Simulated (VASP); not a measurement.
Crystal: Te2Mo.

```
Te Mo
1.0
     3.51820    0.00000    0.00000
    -1.75910    3.04685    0.00000
     0.00000    0.00000   13.97360
Te Mo
4 2
Direct
  0.33333 0.66667 0.62100
  0.66667 0.33333 0.12100
  0.33333 0.66667 0.87900
  0.66667 0.33333 0.37900
  0.33333 0.66667 0.25000
  0.66667 0.33333 0.75000
```

Base run:

```yaml
Program: VASP 6.6.1
Functional: LDA
Potentials_or_basis: VASP PAW LDA potentials, release 64 (Te, Mo_sv)
Cutoff: 520 eV
k_mesh: 7 × 7 × 2
Occupations: fermi-dirac, width 0.1 eV
Spin: no spin polarisation
```

Its results: band gap on the k mesh 0.81 eV, indirect (least direct gap 1.25 eV); pressure -2.8 GPa; largest force 0.238 eV/Å.

Question: After a change of settings the same cell gave: band gap on the k mesh 0.99 eV, direct; pressure -3.2 GPa; largest force 0.542 eV/Å. Which change was it?
A. k mesh from 7 × 7 × 2 to 9 × 9 × 2
B. k mesh from 7 × 7 × 2 to 3 × 3 × 1
C. k mesh from 7 × 7 × 2 to 6 × 6 × 2; further incar settings from ALGO = Normal; EDIFF = 1e-06; NBANDS = 35 to ALGO = Normal; EDIFF = 1e-07; NBANDS = 35
D. k mesh from 7 × 7 × 2 to 5 × 5 × 1; further incar settings from ALGO = Normal; EDIFF = 1e-06; NBANDS = 35 to ALGO = Normal; EDIFF = 1e-07; NBANDS = 35

Answer: B.

Caveats: some runs use coarse meshes; spin-orbit coupling is left out, which moves the levels of the heavy elements.
